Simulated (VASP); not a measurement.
Wanted: the native input for a VASP 6.6.1 run.

```
Task                   : single point
Functional             : PBE
Potentials or basis    : VASP PAW PBE potentials, release 64 (Zn, Cu)
Cutoff                 : 520 eV
k mesh                 : 18 × 18 × 12
Occupations            : gaussian, width 0.1 eV
Spin                   : no spin polarisation
Dipole correction      : no
Further INCAR settings : ALGO = Normal; EDIFF = 1e-06; NBANDS = 31
```

The structure of ZnCu lies in POSCAR:

```
ZnCu
1.0
    1.2991769505     -4.9271187246      0.0000000000
    1.2991769505      4.9271187246      0.0000000000
    0.0000000000      0.0000000000      4.1325625238
Zn Cu
2 2
Direct
    0.3317495609      0.6682504391      0.7500000000
    0.6682504391      0.3317495609      0.2500000000
    0.0701612299      0.9298387701      0.7500000000
    0.9298387701      0.0701612299      0.2500000000
```

One way to write it, as run:

INCAR

```
SYSTEM = ZnCu
PREC = Accurate ; ENCUT = 520
EDIFF = 1E-6 ; ISMEAR = 0
SIGMA = 0.1 ; LREAL = .FALSE.
LASPH = .TRUE. ; NELM = 100
ALGO = Normal ; ISIF = 2
LWAVE = .FALSE. ; LCHARG = .FALSE.
GGA = PE ; NBANDS = 31
```

KPOINTS

```
Automatic mesh
0
G
  18 18 12
  0 0 0
```

Potentials or basis: VASP PAW PBE potentials, release 64 (Zn, Cu).

Run with:

```bash
$ cat potpaw_PBE.64/Zn/POTCAR potpaw_PBE.64/Cu/POTCAR > POTCAR
$ mpirun -np 1 vasp_std > vasp.out
```

Results of the run:

The pressure is 0.5 GPa and the largest force is 0.013 eV/Å. The band gap on the k mesh is zero (band 23 reaches 8.33 eV, above the bottom of band 24 at 3.02 eV).

Wall time 21 min on 1 thread of AMD EPYC 9R45 (Zen 5), with other jobs on the host, peak memory 0.88 GiB.
